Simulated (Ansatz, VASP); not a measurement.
# Two plane-wave programs on B

```
CELL_PARAMETERS angstrom
2.44914 1.41401 4.17148
-2.44914 1.41401 4.17148
0.00000 -2.82803 4.17148
ATOMIC_POSITIONS crystal
B 0.00987 0.65440 0.00987
B 0.00987 0.00987 0.65440
B 0.65440 0.00987 0.00987
B 0.99013 0.34560 0.99013
B 0.34560 0.99013 0.99013
B 0.99013 0.99013 0.34560
B 0.22051 0.63175 0.22051
B 0.22051 0.22051 0.63175
B 0.63175 0.22051 0.22051
B 0.77949 0.36825 0.77949
B 0.36825 0.77949 0.77949
B 0.77949 0.77949 0.36825
```

Alike in both runs: functional r2SCAN; k mesh 9 × 9 × 9; occupations gaussian, width 0.02 eV; no spin polarisation.

Ansatz relaxed the structure, and its values are those at the end. VASP's run is a single point on that final structure, the one shown.

|  | VASP | Ansatz |
| --- | --- | --- |
| version | VASP 6.6.1 | Ansatz 0.2.0 |
| potentials or method | VASP PAW PBE potentials, release 64 (B), cutoff 520 eV | scalar-relativistic, plane waves, PAW |
| valence electrons in the cell | 36 | 36 |

```tsv
	VASP	Ansatz	Ansatz less VASP
gap on the k mesh at the Fermi level (eV)	1.63	1.63	-0.002
least direct gap on the mesh (eV)	2.04	2.04	0.000
pressure (GPa)	0.2	0.0	-0.23
rms of the force components (eV/Å)	0.010	0.002	-0.0083
```

VASP's potentials were made for PBE, not for r2SCAN.
